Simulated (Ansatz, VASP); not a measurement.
**Two plane-wave programs on MoS2**

```xyz
3
Lattice="1.5586 0.8999 6.0669 -1.5586 0.8999 6.0669 0.0000 -1.7998 6.0669" Properties=species:S:1:pos:R:3 pbc="T T T"
Mo    0.0000    0.0000    0.0000
S     0.0000    0.0000    7.5897
S     0.0000    0.0000    4.5502
```

Alike in both runs: task single point; functional PBEsol; k mesh 10 × 10 × 10; occupations fermi-dirac, width 0.05 eV; no spin polarisation.

|  | VASP | Ansatz |
| --- | --- | --- |
| version | VASP 6.6.1 | Ansatz 0.2.0 |
| potentials or method | VASP PAW PBE potentials, release 64 (Mo_sv, S) | Ansatz PAW |
| plane-wave cutoff (eV) | 520 | 420 |
| valence electrons in the cell | 26 | 26 |

```tsv
	VASP	Ansatz	Ansatz less VASP
gap on the k mesh at the Fermi level (eV)	0.89	0.87	-0.019
least direct gap on the mesh (eV)	2.08	2.07	-0.006
pressure (GPa)	7.3	7.3	+0.03
traceless stress, the component that is largest in VASP (GPa)	2.50	2.52	+0.025
rms of the force components (eV/Å)	0.450	0.451	+0.0011
```

VASP's potentials were made for PBE, not for PBEsol. Atom by atom the forces differ by 0.001 eV/Å (rms over components).
